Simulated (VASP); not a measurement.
Runs of VASP 6.6.1 on Sn. It takes space group Immm (No. 71, orthorhombic). Conventional cell: a = 3.453 Å, b = 3.551 Å, c = 4.677 Å, α = 90.00°, β = 90.00°, γ = 90.00°. Sn (site symmetry mmm) has 12 Sn at 3.41 to 3.55 Å within 4.5 Å. 

```csv
k mesh,gap on the mesh (eV),pressure (GPa)
3 × 3 × 3,none,(a)
9 × 9 × 9,none,-4.6
7 × 7 × 7,none,-4.3
11 × 11 × 11,none,-4.8
6 × 6 × 6,none,-3.9
4 × 4 × 4,none,-4.6
```

Alike in all rows: task single point; level LDA; potentials or basis VASP PAW LDA potentials, release 64 (Sn_d); no spin polarisation; cell as given; cutoff (eV) 520; smearing methfessel-paxton 0.05 eV.

Task: Fill in the values left out.

Result: (a) -8.3.

Caveats: some runs use coarse meshes; spin-orbit coupling is left out, which moves the levels of the heavy elements.

A k mesh can miss the band edges, and the runs leave out spin-orbit coupling on Sn.

A gap of «none» marks levels without a gap at the run's occupations.
